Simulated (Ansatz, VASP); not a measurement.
# Si3C in VASP and in Ansatz

Contents of INCAR:

```
SYSTEM = Si3C
PREC = Accurate ; ENCUT = 520
EDIFF = 1E-6 ; ISMEAR = 0
SIGMA = 0.1 ; LREAL = .False.
LASPH = .True. ; NELM = 60
ALGO = Normal ; ISIF = 2
LWAVE = .False. ; LCHARG = .False.
GGA = PE ; NBANDS = 16
```

The input KPOINTS:

```
Automatic mesh
0
Gamma
  6 6 2
  0 0 0
```

POSCAR

```
Si3C
1.0
    2.4973951400      0.0000000000      0.0000000000
    0.0000000000      2.5789798800      0.0000000000
    0.0000000000      0.0000000000      9.2665716900
Si C
3 1
Direct
    0.0000000000      0.5000000000      0.2560429900
    0.0000000000      0.0000000000      0.5000000000
    0.0000000000      0.5000000000      0.7439570100
    0.0000000000      0.0000000000      0.0000000000
```

Input for Ansatz:

```yaml
crystal:
  lattice:
    - [2.49739514, 0.0, 0.0]
    - [0.0, 2.57897988, 0.0]
    - [0.0, 0.0, 9.26657169]
  atoms:
    - { symbol: Si, position: [0.0, 0.5, 0.25604299] }
    - { symbol: Si, position: [0.0, 0.0, 0.5] }
    - { symbol: Si, position: [0.0, 0.5, 0.74395701] }
    - { symbol: C, position: [0.0, 0.0, 0.0] }
basis:
  ecutwfc: 420
kpoints:
  mp_grid: { grid: [6, 6, 2] }
hamiltonian:
  xc: pbe
scf:
  occupations: { method: gaussian, width: 0.1 }
  lower_state_search: "off"
output:
  forces: true
  stress: true
  eigenvalues: true
```

Change from the starting cell: species swapped into the Sn3Pb type (Pmmm, No. 47).

Alike in both runs: task single point; functional PBE; k mesh 6 × 6 × 2; occupations gaussian, width 0.1 eV; no spin polarisation.

|  | VASP | Ansatz |
| --- | --- | --- |
| version | VASP 6.6.1 | Ansatz 0.2.0 |
| potentials or method | VASP PAW PBE potentials, release 64 (Si, C), cutoff 520 eV | scalar-relativistic, plane waves, PAW |
| valence electrons in the cell | 16 | 16 |

```csv
,VASP,Ansatz,Ansatz less VASP
gap on the k mesh at the Fermi level (eV),none,none,-
pressure (GPa),-10.3,-10.2,+0.03
"traceless stress, the component that is largest in VASP (GPa)",-4.33,-4.35,-0.024
rms of the force components (eV/Å),0.621,0.623,+0.0021
```

Atom by atom the forces differ by 0.002 eV/Å (rms over components). A gap of «none» marks a metal or a gap that the smearing closes.

The k mesh is coarse, so the values compare programs but aren't converged.
